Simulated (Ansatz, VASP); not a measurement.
**Ru in VASP and in Ansatz**

File INCAR:

```
ALGO = Normal
EDIFF = 1E-6
ENCUT = 520
GGA = RP
ISIF = 2
ISMEAR = -1
LASPH = T
LCHARG = F
LREAL = F
LWAVE = F
NBANDS = 13
NELM = 60
PREC = Accurate
SIGMA = 0.1
```

KPOINTS

```
k-points
0
Gamma
  14 14 14
```

File POSCAR:

```
Ru
1.0
    2.5265968697      0.0000000000      0.0000000000
    0.0000000000      2.5265968697      0.0000000000
    0.0000000000      0.0000000000      2.5265968697
Ru
1
Direct
    0.0000000000      0.0000000000      0.0000000000
```

Input for Ansatz:

```yaml
crystal:
  lattice:
    - [2.5265968697, 0.0, 0.0]
    - [0.0, 2.5265968697, 0.0]
    - [0.0, 0.0, 2.5265968697]
  atoms:
    - { symbol: Ru, position: [0.0, 0.0, 0.0] }
hamiltonian:
  xc: rpbe
  pseudopotentials:
    kind: paw
    azcp:
      Ru: "pseudopotentials/Ru.paw.azcp"
basis:
  ecutwfc: 420
  fft_grid_basis: typed
kpoints:
  mp_grid: { grid: [14, 14, 14], shift: [0, 0, 0] }
magnetization:
  spin_polarized: false
scf:
  occupations: { method: fermi_dirac, width: 0.1 }
  lower_state_search: "off"
output:
  stress: true
  write_density: true
  write_potential: true
  elf: true
  volumetric_format: npy
```

Alike in both runs: task single point; functional RPBE; k mesh 14 × 14 × 14; occupations fermi-dirac, width 0.1 eV; no spin polarisation.

```csv
,VASP,Ansatz
version,VASP 6.6.1,Ansatz 0.2.0
potentials or method,"VASP PAW PBE potentials, release 64 (Ru_pv), cutoff 520 eV","plane waves (420 eV) with PAW, scalar-relativistic"
valence electrons in the cell,14,16
```

Ansatz gave:

- pressure (GPa): 0.1

Problem. Estimate VASP's values.

Solution. Pressure (GPa): 0.2.

VASP's potentials were made for PBE, not for RPBE. VASP's potentials hold 14 valence electrons a cell and Ansatz's 16, so a difference there can come from the potentials and not from the codes.
